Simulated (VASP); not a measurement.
## ZrO3: single point with PBE

Crystal: ZrO3.

```
Zr O
1.0
     4.11607    0.00000    0.03194
     0.00000    3.26174    0.00000
    -0.88661    0.00000    7.81953
Zr O
2 6
Direct
  0.27971 0.75000 0.64842
  0.72029 0.25000 0.35158
  0.87063 0.75000 0.19871
  0.12937 0.25000 0.80129
  0.24167 0.25000 0.45802
  0.75833 0.75000 0.54198
  0.49099 0.25000 0.80178
  0.50901 0.75000 0.19822
```

```yaml
Program: VASP 6.6.1
Task: single point
Functional: PBE
Potentials_or_basis: VASP PAW PBE potentials, release 64 (Zr_sv, O)
Cutoff: 520 eV
k_mesh: 6 × 8 × 4
Occupations: gaussian, width 0.02 eV
Spin: no spin polarisation
```

```json
{
  "Pressure": "0.6 GPa",
  "Largest force": "0.253 eV/Å",
  "Band gap on the k mesh": "3.50 eV, indirect (least direct gap 3.62 eV)"
}
```

Forces on the atoms (eV/Å):
```
Zr   0.000  0.000 -0.016
Zr   0.000  0.000  0.016
O    0.252  0.000 -0.028
O   -0.252  0.000  0.028
O    0.000  0.000 -0.008
O    0.000  0.000  0.008
O    0.251  0.000  0.034
O   -0.251  0.000 -0.034
```

Stress tensor (GPa, compression positive):
```
1.04 0.00 0.02
0.00 0.52 0.00
0.02 0.00 0.19
```

Levels at points of the mesh, in eV from the valence-band top:
| k point | band 26 | band 27 | band 28 | band 29 | band 30 | band 31 | band 32 | band 33 | band 34 | band 35 |
| --- | --- | --- | --- | --- | --- | --- | --- | --- | --- | --- |
| (0.00, 0.00, 0.00) | -1.37 | -1.28 | -1.20 | -0.10 | 0.00 | 3.62 | 3.86 | 5.21 | 5.43 | 5.63 |
| (0.50, 0.00, 0.00) | -2.29 | -1.10 | -1.09 | -0.48 | -0.31 | 3.51 | 3.54 | 3.58 | 3.61 | 4.54 |
| (0.00, 0.50, 0.00) | -2.04 | -1.28 | -1.28 | -0.63 | -0.63 | 4.72 | 4.72 | 5.49 | 5.49 | 5.61 |
| (0.50, 0.50, 0.00) | -2.42 | -1.81 | -1.81 | -0.72 | -0.72 | 3.84 | 3.84 | 4.71 | 4.71 | 5.60 |
| (0.00, 0.00, 0.50) | -1.37 | -1.28 | -1.21 | -0.07 | -0.02 | 3.66 | 3.82 | 5.22 | 5.42 | 5.56 |
| (0.50, 0.00, 0.50) | -2.25 | -1.11 | -1.11 | -0.53 | -0.36 | 3.50 | 3.53 | 3.64 | 3.67 | 4.52 |
| (0.00, 0.50, 0.50) | -2.05 | -1.30 | -1.30 | -0.61 | -0.61 | 4.74 | 4.74 | 5.49 | 5.49 | 5.61 |
| (0.50, 0.50, 0.50) | -2.42 | -1.80 | -1.80 | -0.74 | -0.74 | 3.84 | 3.84 | 4.72 | 4.72 | 5.60 |

It took 6.1 min on 1 thread of AMD EPYC 7R13 Processor (Zen 3), on a shared host, peak memory 0.32 GiB.

A k mesh can miss the band edges. PBE gaps usually lie below the measured ones, often by a third to a half.
